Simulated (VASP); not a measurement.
# NiO in VASP: further runs

The runs below take NiO through single point, with PBE.

Everything below comes from runs of VASP 6.6.1. Logs are shortened: lines on timing, memory, paths and dates and some standing lists are left out, and cuts for length are marked.

## 1. The cell of the first run

Symmetry: Pm-3m, No. 221, cubic system. The conventional cell has a = 2.505 Å, b = 2.505 Å, c = 2.505 Å, α = 90.00°, β = 90.00°, γ = 90.00°. Ni (site symmetry m-3m) has 8 O at 2.17 Å and 6 Ni at 2.50 Å within 2.9 Å. O (site symmetry m-3m) has 8 Ni at 2.17 Å and 6 O at 2.50 Å within 2.9 Å.

## 2. Single point, PBE, collinear spin, ferromagnetic start

The input, INCAR:

```
SYSTEM = NiO
PREC = Accurate ; ENCUT = 520
EDIFF = 1E-6 ; ISMEAR = -1
SIGMA = 0.05 ; LREAL = .False.
LASPH = .True. ; NELM = 150
ALGO = Normal ; ISIF = 2
LWAVE = .False. ; LCHARG = .False.
ISPIN = 2 ; MAGMOM = 2.5 0
LORBIT = 11 ; LMAXMIX = 4
GGA = PE ; NBANDS = 19
```

The input, KPOINTS:

```
regular mesh
0
Gamma
  11 11 11
  0 0 0
```

The input, POSCAR:

```
NiO
1.0
    2.5046153800      0.0000000000      0.0000000000
    0.0000000000      2.5046153800      0.0000000000
    0.0000000000      0.0000000000      2.5046153800
Ni O
1 1
Direct
    0.0000000000      0.0000000000      0.0000000000
    0.5000000000      0.5000000000      0.5000000000
```

Potentials or basis: VASP PAW PBE potentials, release 64 (Ni, O).

Started as:

```console
$ cat potpaw_PBE.64/Ni/POTCAR potpaw_PBE.64/O/POTCAR > POTCAR
$ mpirun -np 1 vasp_std > vasp.out
```

OUTCAR:

```text
SYSTEM = NiO
   PREC = Accurate
   ENCUT = 520
   EDIFF = 1E-6
   ISMEAR = -1
   LREAL = .False.
   LASPH = .True.
   NELM = 150
   ISIF = 2
   ISPIN = 2
   LORBIT = 11
   GGA = PE

 ion  position               nearest neighbor table
   1  0.000  0.000  0.000-   2 2.17   2 2.17   2 2.17   2 2.17   2 2.17   2 2.17   2 2.17   2 2.17

   2  0.500  0.500  0.500-   1 2.17   1 2.17   1 2.17   1 2.17   1 2.17   1 2.17   1 2.17   1 2.17

  LATTYP: Found a simple cubic cell.
 ALAT       =     2.5046153800

  Lattice vectors:

 A1 = (   2.5046153800,   0.0000000000,   0.0000000000)
 A2 = (   0.0000000000,   2.5046153800,   0.0000000000)
 A3 = (   0.0000000000,   0.0000000000,   2.5046153800)

Analysis of symmetry for initial positions (statically):
=====================================================================
 Subroutine PRICEL returns:
 Original cell was already a primitive cell.

 Routine SETGRP: Setting up the symmetry group for a
 simple cubic supercell.

 Subroutine GETGRP returns: Found 48 space group operations
 (whereof 48 operations were pure point group operations)
 out of a pool of 48 trial point group operations.

The static configuration has the point symmetry O_h .

Analysis of symmetry for dynamics (positions and initial velocities):
=====================================================================
 Subroutine PRICEL returns:
 Original cell was already a primitive cell.

 Routine SETGRP: Setting up the symmetry group for a
 simple cubic supercell.

 Subroutine GETGRP returns: Found 48 space group operations
 (whereof 48 operations were pure point group operations)
 out of a pool of 48 trial point group operations.

The dynamic configuration has the point symmetry O_h .

Analysis of structural, dynamic, and magnetic symmetry:
=====================================================================
 Subroutine PRICEL returns:
 Original cell was already a primitive cell.

 Routine SETGRP: Setting up the symmetry group for a
 simple cubic supercell.

 Subroutine GETGRP returns: Found 48 space group operations
 (whereof 48 operations were pure point group operations)
 out of a pool of 48 trial point group operations.

The overall configuration has the point symmetry O_h .

 Subroutine INISYM returns: Found 48 space group operations
 (whereof 48 operations are pure point group operations),
 and found     1 'primitive' translations

----------------------------------------------------------------------------------------

                                     Primitive cell

  volume of cell :      15.7117

  direct lattice vectors                    reciprocal lattice vectors
     2.504615380  0.000000000  0.000000000     0.399262900  0.000000000  0.000000000
     0.000000000  2.504615380  0.000000000     0.000000000  0.399262900  0.000000000
     0.000000000  0.000000000  2.504615380     0.000000000  0.000000000  0.399262900

  length of vectors
     2.504615380  2.504615380  2.504615380     0.399262900  0.399262900  0.399262900

  position of ions in fractional coordinates (direct lattice)
[... 8 lines left out ...]
----------------------------------------------------------------------------------------

 KPOINTS: regular mesh

Automatic generation of k-mesh.
 Grid dimensions read from file:
 generate k-points for:   11   11   11

 Generating k-lattice:

  Cartesian coordinates                     Fractional coordinates (reciprocal lattice)
     0.036296627  0.000000000  0.000000000     0.090909091  0.000000000  0.000000000
     0.000000000  0.036296627  0.000000000     0.000000000  0.090909091  0.000000000
     0.000000000  0.000000000  0.036296627     0.000000000  0.000000000  0.090909091

  Length of vectors
     0.036296627  0.036296627  0.036296627

  Shift w.r.t. Gamma in fractional coordinates (k-lattice)
     0.000000000  0.000000000  0.000000000

 Subroutine IBZKPT returns following result:
 ===========================================

 Found     56 irreducible k-points:

 Following reciprocal coordinates:
            Coordinates               Weight
  0.000000  0.000000  0.000000      1.000000
  0.090909  0.000000  0.000000      6.000000
  0.181818  0.000000  0.000000      6.000000
  0.272727  0.000000  0.000000      6.000000
  0.363636  0.000000  0.000000      6.000000
  0.454545  0.000000  0.000000      6.000000
[... 16 lines left out ...]
  0.181818  0.090909  0.090909     24.000000
  0.272727  0.090909  0.090909     24.000000
 [... further k-points ...]
   k-points           NKPTS =     56   k-points in BZ     NKDIM =     56   number of bands    NBANDS=     19
   number of dos      NEDOS =    301   number of ions     NIONS =      2
   total plane-waves  NPLWV =   8000
   dimension x,y,z NGX =    20 NGY =   20 NGZ =   20
   dimension x,y,z NGXF=    40 NGYF=   40 NGZF=   40
   ions per type =               1   1
   NGX,Y,Z   is equivalent  to a cutoff of  13.28, 13.28, 13.28 a.u.
   NGXF,Y,Z  is equivalent  to a cutoff of  26.55, 26.55, 26.55 a.u.
 SYSTEM =  NiO
   PREC   = accura    normal or accurate (medium, high low for compatibility)
   ISTART =      0    job   : 0-new  1-cont  2-samecut
   ICHARG =      2    charge: 1-file 2-atom 10-const
   ISPIN  =      2    spin polarized calculation?
   LNONCOLLINEAR =      F non collinear calculations
   LSORBIT =      F    spin-orbit coupling
   LASPH  =      T    aspherical Exc in radial PAW
   ENCUT  =  520.0 eV  38.22 Ry    6.18 a.u.   4.66  4.66  4.66*2*pi/ulx,y,z
   NELM   =    150;   NELMIN=  2; NELMDL= -5     # of ELM steps
   EDIFF  = 0.1E-05   stopping-criterion for ELM
   LREAL  =      F    real-space projection
   EDIFFG = 0.1E-04   stopping-criterion for IOM
   NSW    =      0    number of steps for IOM
   IBRION =     -1    ionic relax: 0-MD 1-quasi-New 2-CG
   NFREE  =      0    steps in history (QN), initial steepest desc. (CG)
   ISIF   =      2    stress and relaxation
   ISYM   =      2    0-nonsym 1-usesym 2-fastsym
   POTIM  = 0.5000    time-step for ionic-motion
   TEBEG  =    0.0;   TEEND  =   0.0 temperature during run
   PSTRESS=    0.0 pullay stress
   NELECT =      16.0000    total number of electrons
   NUPDOWN=      -1.0000    fix difference up-down
   EMIN   =  10.00;   EMAX   =-10.00  energy-range for DOS
   EFERMI =   0.00;   METHOD = LEGACY
   ISMEAR =    -1;   SIGMA  =   0.05  broadening in eV -4-tet -1-fermi 0-gaus
   EFERMI_NEDOS =   21; number of points for ismear=-14 and -15
   IALGO  =     38    algorithm
   IMIX   =      4    mixing-type and parameters
     AMIX     =   0.40;   BMIX     =  1.00
     AMIX_MAG =   1.60;   BMIX_MAG =  1.00
  volume/ion in A,a.u.               =       7.86        53.01
  Fermi-wavevector in a.u.,A,eV,Ry     =   1.647051  3.112476 36.909583  2.712778
  Thomas-Fermi vector in A             =   2.736576
   LORBIT       =     11    0 simple, 1 ext, 2 COOP (PROOUT), +10 PAW based schemes
   GGA     = PE    functional components
   LHFCALC =     F    Hartree Fock is set to
   AEXX    =    0.0000 exact exchange contribution
   IVDW    =     0    specifies the selected vdW correction
   LEPSILON=     F    determine dielectric tensor
   LRPA    =     F    only Hartree local field effects (RPA)
 spin polarized calculation
  energy-cutoff  :      520.00
  volume of cell :       15.71
 maximum number of plane-waves:       441
 NGX is ok and might be reduce to    20
   NGX =  9   NGY =  9   NGZ =  9

 number of electron      15.9999993 magnetization       0.7809988

 Free energy of the ion-electron system (eV)
  ---------------------------------------------------
  ext. energy  EPLUGINS =         0.00000000
  ---------------------------------------------------
  free energy    TOTEN  =       -10.33718803 eV

  energy without entropy =      -10.31141581  energy(sigma->0) =      -10.32430192

 E-fermi :   9.7660     XC(G=0): -13.7254

 val. band max:        9.7633223836   @ k =   0.4545   0.1818   0.0000
 cond. band min:       9.7675090975   @ k =   0.1818   0.0000   0.0000
 fundamental gap:      0.0041867139
 Fermi energy:         9.7660232725

 spin component 1

 k-point     1 :       0.0000    0.0000    0.0000
  band No.  band energies     occupation
      1     -11.5833      1.00000
      2       6.0756      1.00000
      3       6.0756      1.00000
      4       6.7323      1.00000
      5       6.7323      1.00000
      6       6.7323      1.00000
[... 11 lines left out ...]
     18      44.1626      0.00000
     19      45.8244      0.00000
[... 485 lines left out ...]
 k-point    24 :       0.2727    0.0909    0.0909
  band No.  band energies     occupation
      1     -10.6092      1.00000
      2       2.5671      1.00000
      3       5.3111      1.00000
      4       5.6105      1.00000
      5       6.6832      1.00000
      6       8.0676      1.00000
[... 11 lines left out ...]
     18      42.4234      0.00000
     19      46.7119      0.00000

 [... further k-points ...]

 spin component 2

 k-point     1 :       0.0000    0.0000    0.0000
  band No.  band energies     occupation
      1     -11.3434      1.00000
      2       6.5291      1.00000
      3       6.5291      1.00000
      4       7.0293      1.00000
      5       7.0293      1.00000
      6       7.0293      1.00000
[... 11 lines left out ...]
     18      44.1555      0.00000
     19      45.9611      0.00000
[... 485 lines left out ...]
 k-point    24 :       0.2727    0.0909    0.0909
  band No.  band energies     occupation
      1     -10.3498      1.00000
      2       2.7914      1.00000
      3       5.6900      1.00000
      4       5.9661      1.00000
      5       7.1752      1.00000
      6       8.6076      1.00000
[... 11 lines left out ...]
     18      42.5078      0.00000
     19      46.7924      0.00000

 [... further k-points ...]

------------------------ aborting loop because EDIFF is reached ----------------------------------------

  FORCE on cell =-STRESS in cart. coord.  units (eV):
  Direction    XX          YY          ZZ          XY          YZ          ZX
  --------------------------------------------------------------------------------------
  -------------------------------------------------------------------------------------
  Total        2.4827449      2.4827449      2.4827449      0.0000000     -0.0000000     -0.0000000
  in kB      253.1742564    253.1742564    253.1742564      0.0000000     -0.0000000     -0.0000000
  external PRESSURE =     253.1742564 kB  Pullay stress =       0.0000000 kB

 VOLUME and BASIS-vectors are now :
 -----------------------------------------------------------------------------
  energy-cutoff  :      520.00
  volume of cell :       15.71
      direct lattice vectors                 reciprocal lattice vectors
     2.504615380  0.000000000  0.000000000     0.399262900  0.000000000  0.000000000
     0.000000000  2.504615380  0.000000000     0.000000000  0.399262900  0.000000000
     0.000000000  0.000000000  2.504615380     0.000000000  0.000000000  0.399262900

 POSITION                                       TOTAL-FORCE (eV/Angst)
 -----------------------------------------------------------------------------------
      0.00000      0.00000      0.00000         0.000000      0.000000      0.000000
      1.25231      1.25231      1.25231         0.000000      0.000000      0.000000
 -----------------------------------------------------------------------------------
    total drift:                               -0.000000      0.000000      0.000000

  FREE ENERGIE OF THE ION-ELECTRON SYSTEM (eV)
  ---------------------------------------------------
  free  energy   TOTEN  =       -10.3371880287 eV

  energy  without entropy=      -10.3114158056  energy(sigma->0) =      -10.32430192

 total charge

# of ion       s       p       d       tot
------------------------------------------
    1        0.344   0.445   8.381   9.171
    2        1.604   3.323   0.000   4.926
--------------------------------------------------
tot          1.948   3.768   8.381  14.097

 magnetization (x)

# of ion       s       p       d       tot
------------------------------------------
    1       -0.004  -0.002   0.608   0.602
    2        0.003   0.161   0.000   0.164
--------------------------------------------------
tot         -0.001   0.159   0.608   0.766
```

It took 1.9 min on 1 thread of AMD EPYC 7R13, shared host; peak memory 0.12 GiB.

What came out:

```yaml
Free_energy: -10.3372 eV
Pressure: 25.3 GPa
Net_moment: 0.78 μB per cell
Site_moments: Ni +0.60; O +0.16 μB
Valence_electrons_inside_the_program's_atomic_spheres: Ni 9.17; O 4.93
```

Levels at points of the mesh, in eV from the Fermi level:
Spin up:
```tsv
k point	band 7	band 8	band 9	band 10	band 11	band 12
(0.00, 0.00, 0.00)	-1.29	-1.29	-1.29	1.79	16.64	16.64
```
Spin down:
| k point | band 5 | band 6 | band 7 | band 8 | band 9 | band 10 | band 11 | band 12 |
| --- | --- | --- | --- | --- | --- | --- | --- | --- |
| (0.00, 0.00, 0.00) | -2.74 | -2.74 | -0.56 | -0.56 | -0.56 | 1.97 | 16.77 | 16.77 |

Caveat: a cell with one magnetic atom can't hold antiferromagnetic order, which such compounds often take; semilocal functionals often make such compounds metallic where correlation or magnetic order opens a gap, which also shifts bond lengths.

[end of part 1 of 2]
